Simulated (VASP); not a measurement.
A run of VASP 6.6.1:

File INCAR:

```
SYSTEM = GaSb
ALGO = Normal
EDIFF = 1E-6
ENCUT = 520
GGA = PE
ISIF = 2
ISMEAR = 0
LASPH = .TRUE.
LCHARG = .FALSE.
LREAL = .FALSE.
LWAVE = .FALSE.
NBANDS = 16
NELM = 100
PREC = Accurate
SIGMA = 0.15
```

KPOINTS

```
k-points
0
G
  16 16 16
  0 0 0
```

The input POSCAR:

```
GaSb
1.0
   -2.6366500000      2.6366500000      1.7075500000
    2.6366500000     -2.6366500000      1.7075500000
    2.6366500000      2.6366500000     -1.7075500000
Ga Sb
1 1
Direct
    0.2500000000      0.7500000000      0.5000000000
    0.0000000000      0.0000000000      0.0000000000
```

Potentials or basis: VASP PAW PBE potentials, release 64 (Ga_d, Sb).

Command:

```sh
$ cat potpaw_PBE.64/Ga_d/POTCAR potpaw_PBE.64/Sb/POTCAR > POTCAR
$ mpirun -np 1 vasp_std > vasp.out
```

Hardware: 1 thread of Intel(R) Xeon(R) 6975P-C (Granite Rapids), on a shared host.

Q: Estimate the wall time of this run.

A: It took 56 s on 1 thread of Intel(R) Xeon(R) 6975P-C (Granite Rapids), on a shared host, peak memory 0.4 GiB. Counts: scf iterations 10, k points 349.
